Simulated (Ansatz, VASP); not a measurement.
Two plane-wave programs on Sc3C

Contents of INCAR:

```
SYSTEM = Sc3C
PREC = Accurate
ENCUT = 600
EDIFF = 1E-6
ISMEAR = 0
SIGMA = 0.1
LREAL = .FALSE.
LASPH = .TRUE.
NELM = 100
ALGO = Normal
ISIF = 3
LWAVE = .FALSE.
LCHARG = .FALSE.
GGA = PE
IBRION = 2
NSW = 90
EDIFFG = -0.04
```

The input KPOINTS:

```
regular mesh
0
G
  6 6 2
  0 0 0
```

POSCAR

```
Sc3C
1.0
    3.1953881200      0.0000000000      0.0000000000
   -1.5976940600      2.7672872900      0.0000000000
    0.0000000000      0.0000000000     10.2799290000
Sc C
3 1
Direct
    0.6666666700      0.3333333300      0.0000000000
    0.0000000000      0.0000000000      0.7425651000
    0.0000000000      0.0000000000      0.2574349000
    0.6666666700      0.3333333300      0.5000000000
```

Input for Ansatz:

```yaml
crystal:
  lattice:
    - [3.19538812, 0.0, 0.0]
    - [-1.59769406, 2.76728729, 0.0]
    - [0.0, 0.0, 10.279929]
  atoms:
    - { symbol: Sc, position: [0.66666667, 0.33333333, 0.0] }
    - { symbol: Sc, position: [0.0, 0.0, 0.7425651] }
    - { symbol: Sc, position: [0.0, 0.0, 0.2574349] }
    - { symbol: C, position: [0.66666667, 0.33333333, 0.5] }
basis:
  ecutwfc: 420
kpoints:
  mp_grid: { grid: [6, 6, 2] }
hamiltonian:
  xc: pbe
scf:
  occupations: { method: gaussian, width: 0.1 }
  lower_state_search: "off"
output:
  forces: true
  stress: true
  eigenvalues: true
relax:
  adjacent_minimum: "off"
  f_tol: 0.04
  max_steps: 70
  cell: { stress_tol: 0.4 }
```

Change from the starting cell: species swapped into the LiMg3 type (P-6m2, No. 187).

Alike in both runs: task relaxation of cell and atoms; functional PBE; k mesh 6 × 6 × 2; occupations gaussian, width 0.1 eV; no spin polarisation.

|  | VASP | Ansatz |
| --- | --- | --- |
| version | VASP 6.6.1 | Ansatz 0.2.0 |
| potentials or method | VASP PAW PBE potentials, release 64 (Sc_sv, C), cutoff 600 eV | scalar-relativistic, plane waves, PAW |
| valence electrons in the cell | 37 | 37 |

VASP gave:

- gap on the k mesh at the Fermi level, each at its own relaxed structure (eV): none
- relaxed volume (Å³/atom): 19.46
- relaxed cell length with the largest relative difference (Å): 3.305

**Question.** Estimate Ansatz's values.

**Answer.** gap on the k mesh at the Fermi level, each at its own relaxed structure (eV): none; relaxed volume (Å³/atom): 19.42; relaxed cell length with the largest relative difference (Å): 3.300.

A gap of «none» marks a metal or a gap that the smearing closes.

The k mesh is coarse, so the values compare programs but aren't converged.
